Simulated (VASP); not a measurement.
# Pt in VASP: single point with r2SCAN

Aim: the single point of Pt with r2SCAN.

Everything below comes from runs of VASP 6.6.1. Logs are shortened: lines on timing, memory, paths and dates and some standing lists are left out, and cuts for length are marked.

## (1) The cell of the first run

The typed cell holds 1 atom: a = 2.692 Å, b = 2.692 Å, c = 3.108 Å, α = 54.73°, β = 54.73°, γ = 70.53°.

## (2) Single point, r2SCAN

Contents of POSCAR:

```
Pt
1.0
    0.0000000000      2.1977790799      1.5538298095
    2.1977790799      0.0000000000      1.5538298095
    2.1977790799      2.1977790799      0.0000000000
Pt
1
Direct
    0.0000000000      0.0000000000      0.0000000000
```

Contents of INCAR.step1:

```
ALGO = Normal
EDIFF = 1E-4
ENCUT = 520
GGA = PE
ISMEAR = 0
LASPH = True
LCHARG = False
LREAL = False
LWAVE = True
NBANDS = 11
NELM = 100
PREC = Accurate
SIGMA = 0.15
```

Contents of INCAR.step2:

```
ALGO = Normal
EDIFF = 1E-7
ENCUT = 520
ISIF = 2
ISMEAR = 0
ISTART = 1
LASPH = True
LCHARG = False
LMIXTAU = True
LREAL = False
LWAVE = False
METAGGA = R2SCAN
NBANDS = 11
NELM = 100
PREC = Accurate
SIGMA = 0.15
```

Contents of KPOINTS:

```
k-points
0
Gamma
  24 24 24
```

Potentials or basis: VASP PAW PBE potentials, release 64 (Pt).

The run is started by

```sh
$ cat potpaw_PBE.64/Pt/POTCAR > POTCAR
$ cp INCAR.step1 INCAR
$ mpirun -np 1 vasp_std > vasp.out
$ cp INCAR.step2 INCAR
$ mpirun -np 1 vasp_std > vasp.out
```

OUTCAR:

```text
EDIFF = 1E-7
   ENCUT = 520
   ISIF = 2
   ISMEAR = 0
   ISTART = 1
   LASPH = True
   LREAL = False
   METAGGA = R2SCAN
   NELM = 100
   PREC = Accurate

 ion  position               nearest neighbor table
   1  0.000  0.000  0.000-

  LATTYP: Found a body centered tetragonal cell.
 ALAT       =     3.1081289819
 C/A-ratio  =     0.9998489886

  Lattice vectors:

 A1 = (   0.0000000000,  -2.1977790799,  -1.5538298095)
 A2 = (   0.0000000000,   2.1977790799,  -1.5538298095)
 A3 = (   2.1977790799,   0.0000000000,   1.5538298095)

Analysis of symmetry for initial positions (statically):
=====================================================================
 Subroutine PRICEL returns:
 Original cell was already a primitive cell.

 Routine SETGRP: Setting up the symmetry group for a
 body centered tetragonal supercell.

 Subroutine GETGRP returns: Found 16 space group operations
 (whereof 16 operations were pure point group operations)
 out of a pool of 16 trial point group operations.

The static configuration has the point symmetry D_4h.

Analysis of symmetry for dynamics (positions and initial velocities):
=====================================================================
 Subroutine PRICEL returns:
 Original cell was already a primitive cell.

 Routine SETGRP: Setting up the symmetry group for a
 body centered tetragonal supercell.

 Subroutine GETGRP returns: Found 16 space group operations
 (whereof 16 operations were pure point group operations)
 out of a pool of 16 trial point group operations.

The dynamic configuration has the point symmetry D_4h.

 Subroutine INISYM returns: Found 16 space group operations
 (whereof 16 operations are pure point group operations),
 and found     1 'primitive' translations

----------------------------------------------------------------------------------------

                                     Primitive cell

  volume of cell :      15.0107

  direct lattice vectors                    reciprocal lattice vectors
     0.000000000  2.197779080  1.553829810    -0.227502393  0.227502393  0.321785563
     2.197779080  0.000000000  1.553829810     0.227502393 -0.227502393  0.321785563
     2.197779080  2.197779080  0.000000000     0.227502393  0.227502393 -0.321785563

  length of vectors
     2.691583170  2.691583170  3.108128982     0.455039148  0.455039148  0.455039148

  position of ions in fractional coordinates (direct lattice)
     0.000000000  0.000000000  0.000000000

  ion indices of the primitive-cell ions
[... 74 lines left out ...]
   EDIFF  = 0.1E-06   stopping-criterion for ELM
   LREAL  =      F    real-space projection
   EDIFFG = 0.1E-05   stopping-criterion for IOM
   NSW    =      0    number of steps for IOM
   IBRION =     -1    ionic relax: 0-MD 1-quasi-New 2-CG
   NFREE  =      0    steps in history (QN), initial steepest desc. (CG)
   ISIF   =      2    stress and relaxation
   ISYM   =      2    0-nonsym 1-usesym 2-fastsym
   POTIM  = 0.5000    time-step for ionic-motion
   TEBEG  =    0.0;   TEEND  =   0.0 temperature during run
   PSTRESS=    0.0 pullay stress
   NELECT =      10.0000    total number of electrons
   NUPDOWN=      -1.0000    fix difference up-down
   EMIN   =  10.00;   EMAX   =-10.00  energy-range for DOS
   EFERMI =   0.00;   METHOD = LEGACY
   ISMEAR =     0;   SIGMA  =   0.15  broadening in eV -4-tet -1-fermi 0-gaus
   EFERMI_NEDOS =   21; number of points for ismear=-14 and -15
   IALGO  =     38    algorithm
   IMIX   =      4    mixing-type and parameters
     AMIX     =   0.40;   BMIX     =  1.00
     AMIX_MAG =   1.60;   BMIX_MAG =  1.00
  volume/ion in A,a.u.               =      15.01       101.30
  Fermi-wavevector in a.u.,A,eV,Ry     =   1.429797  2.701924 27.814648  2.044319
  Thomas-Fermi vector in A             =   2.549712
   LORBIT       =      0    0 simple, 1 ext, 2 COOP (PROOUT), +10 PAW based schemes
   METAGGA = R2SCAN    functional components
   LHFCALC =     F    Hartree Fock is set to
   AEXX    =    0.0000 exact exchange contribution
   IVDW    =     0    specifies the selected vdW correction
   LEPSILON=     F    determine dielectric tensor
   LRPA    =     F    only Hartree local field effects (RPA)
 non-spin polarized calculation
 Gauss-broadening in eV      SIGMA  =   0.15
  energy-cutoff  :      520.00
  volume of cell :       15.01
 maximum number of plane-waves:       420
   NGX =  9   NGY =  9   NGZ = 11

 number of electron      10.0000001 magnetization

 Free energy of the ion-electron system (eV)
  ---------------------------------------------------
  ext. energy  EPLUGINS =         0.00000000
  ---------------------------------------------------
  free energy    TOTEN  =       -51.39704781 eV

  energy without entropy =      -51.38578490  energy(sigma->0) =      -51.39141635

 E-fermi :  10.9119     XC(G=0): -14.6406

 val. band max:       10.9078502120   @ k =   0.3750  -0.0000   0.0417
 cond. band min:      10.9211201198   @ k =  -0.2917   0.0000   0.0833
 fundamental gap:      0.0132699078
 Fermi energy:        10.9118844614

 k-point     1 :       0.0000    0.0000    0.0000
  band No.  band energies     occupation
      1       0.5934      2.00000
      2       6.9891      2.00000
      3       6.9905      2.00000
      4       6.9905      2.00000
      5       9.6893      2.00000
      6       9.6911      2.00000
      7      28.9592      0.00000
      8      28.9592      0.00000
      9      28.9624      0.00000
     10      40.0508      0.00000
     11      40.0527      0.00000
[... 309 lines left out ...]
 k-point    24 :       0.4583    0.0417    0.0000
  band No.  band energies     occupation
      1       3.6715      2.00000
      2       5.4864      2.00000
      3       9.2590      2.00000
      4       9.5995      2.00000
      5      11.4281      0.00000
      6      11.9638      0.00000
      7      18.4619      0.00000
      8      25.2113      0.00000
      9      28.0616      0.00000
     10      36.2448      0.00000
     11      37.7901      0.00000

 [... further k-points ...]
[... 5 lines left out ...]
  --------------------------------------------------------------------------------------
  -------------------------------------------------------------------------------------
  Total        0.8871257      0.8871257      0.8856722      0.0000000     -0.0000000     -0.0000000
  in kB       94.6878411     94.6878411     94.5326998      0.0000000     -0.0000000     -0.0000000
  external PRESSURE =      94.6361274 kB  Pullay stress =       0.0000000 kB

 VOLUME and BASIS-vectors are now :
 -----------------------------------------------------------------------------
  energy-cutoff  :      520.00
  volume of cell :       15.01
      direct lattice vectors                 reciprocal lattice vectors
     0.000000000  2.197779080  1.553829810    -0.227502393  0.227502393  0.321785563
     2.197779080  0.000000000  1.553829810     0.227502393 -0.227502393  0.321785563
     2.197779080  2.197779080  0.000000000     0.227502393  0.227502393 -0.321785563

 POSITION                                       TOTAL-FORCE (eV/Angst)
 -----------------------------------------------------------------------------------
      0.00000      0.00000      0.00000        -0.000000      0.000000      0.000000
 -----------------------------------------------------------------------------------
    total drift:                               -0.000000     -0.000000      0.000000

  FREE ENERGIE OF THE ION-ELECTRON SYSTEM (eV)
  ---------------------------------------------------
  free  energy   TOTEN  =       -51.3970478054 eV

  energy  without entropy=      -51.3857848960  energy(sigma->0) =      -51.39141635
```

OUTCAR.step1:

```text
EDIFF = 1E-4
   ENCUT = 520
   GGA = PE
   ISMEAR = 0
   LASPH = True
   LREAL = False
[... 551 lines left out ...]

 POSITION                                       TOTAL-FORCE (eV/Angst)
 -----------------------------------------------------------------------------------
      0.00000      0.00000      0.00000         0.000000      0.000000     -0.000000
 -----------------------------------------------------------------------------------
    total drift:                                0.000000     -0.000000     -0.000000

  FREE ENERGIE OF THE ION-ELECTRON SYSTEM (eV)
  ---------------------------------------------------
  free  energy   TOTEN  =        -5.9726391162 eV

  energy  without entropy=       -5.9605204616  energy(sigma->0) =       -5.96657979
```

OSZICAR.step1:

```text
N       E                     dE             d eps       ncg     rms          rms(c)
DAV:   1     0.403246896575E+02    0.40325E+02   -0.53823E+03 23794   0.848E+02
DAV:   2    -0.570565119197E+01   -0.46030E+02   -0.44174E+02 26678   0.177E+02
DAV:   3    -0.632470645023E+01   -0.61906E+00   -0.61711E+00 27413   0.196E+01
DAV:   4    -0.632714531100E+01   -0.24389E-02   -0.24387E-02 27123   0.145E+00
DAV:   5    -0.632716447095E+01   -0.19160E-04   -0.19160E-04 27710   0.118E-01    0.127E+01
DAV:   6    -0.601390337702E+01    0.31326E+00   -0.67020E-01 25216   0.651E+00    0.678E+00
DAV:   7    -0.597600919925E+01    0.37894E-01   -0.13404E-01 26830   0.286E+00    0.244E+00
DAV:   8    -0.597282394477E+01    0.31853E-02   -0.61630E-03 25371   0.689E-01    0.525E-01
DAV:   9    -0.597263528665E+01    0.18866E-03   -0.15358E-04 25126   0.111E-01    0.297E-02
DAV:  10    -0.597263911624E+01   -0.38296E-05   -0.29994E-06 13376   0.141E-02
   1 F= -.59726391E+01 E0= -.59665798E+01  d E =-.121187E-01
```

Wall time 5 min (1 thread of Intel Xeon Platinum 8559C (Emerald Rapids), shared host); peak memory 0.29 GiB.

What came out:

```yaml
Free_energy: -51.3970 eV
Pressure: 9.5 GPa
Band_gap_on_the_k_mesh: zero (band 5 reaches 12.06 eV, above the bottom of band 6 at 9.52 eV)
```

Levels at points of the mesh, in eV from the Fermi level:
```
           k point  band 3  band 4  band 5  band 6  band 7  band 8
(0.00, 0.00, 0.00)   -3.92   -3.92   -1.22   -1.22   18.05   18.05
(0.50, 0.00, 0.00)   -1.39   -0.86    0.26    1.19    7.07   14.05
(0.50, 0.50, 0.00)    0.60    0.60    0.60    8.22    8.22    8.23
(0.50, 0.00, 0.50)   -1.39   -0.86    0.26    1.19    7.07   14.05
```

Caveat: the PAW data sets were made with another functional, which shifts forces and pressure a little; spin-orbit coupling is left out, which moves the levels of the heavy elements.
